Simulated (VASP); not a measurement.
A run of VASP 6.6.1 is set up as follows.

INCAR

```
SYSTEM = Ca4AlO
PREC = Accurate ; ENCUT = 520
EDIFF = 1E-6 ; ISMEAR = 0
SIGMA = 0.1 ; LREAL = .FALSE.
LASPH = .TRUE. ; NELM = 60
ALGO = Normal ; ISIF = 2
LWAVE = .FALSE. ; LCHARG = .FALSE.
GGA = PE ; NBANDS = 34
```

Contents of KPOINTS:

```
Automatic mesh
0
G
  4 4 4
  0 0 0
```

The input POSCAR:

```
Ca4AlO
1.0
   -3.4777255650      3.4777255650      3.4230153241
    3.4777255650     -3.4777255650      3.4230153241
    3.4777255650      3.4777255650     -3.4230153241
Ca Al O
4 1 1
Direct
    0.4436567993      0.9436567993      0.8873135985
    0.0563432007      0.5563432007      0.1126864015
    0.5563432007      0.4436567993      0.5000000000
    0.9436567993      0.0563432007      0.5000000000
    0.5000000000      0.5000000000      0.0000000000
    0.0000000000      0.0000000000      0.0000000000
```

Potentials or basis: VASP PAW PBE potentials, release 64 (Ca_sv, Al, O).

The run is started by

```bash
$ cat potpaw_PBE.64/Ca_sv/POTCAR potpaw_PBE.64/Al/POTCAR potpaw_PBE.64/O/POTCAR > POTCAR
$ mpirun -np 1 vasp_std > vasp.out
```

Problem. Predict the band gap on the k mesh.

Solution. Zero (an odd number of electrons rules out a gap without spin polarisation).

Problem. Predict the pressure.

Solution. 0.0 GPa.

Stress tensor (GPa, compression positive):
```
-0.16  0.00  0.00
 0.00 -0.16  0.00
 0.00  0.00  0.28
```

Caveat: an odd number of electrons without spin polarisation forces a metal; a magnetic or distorted state may lie lower.
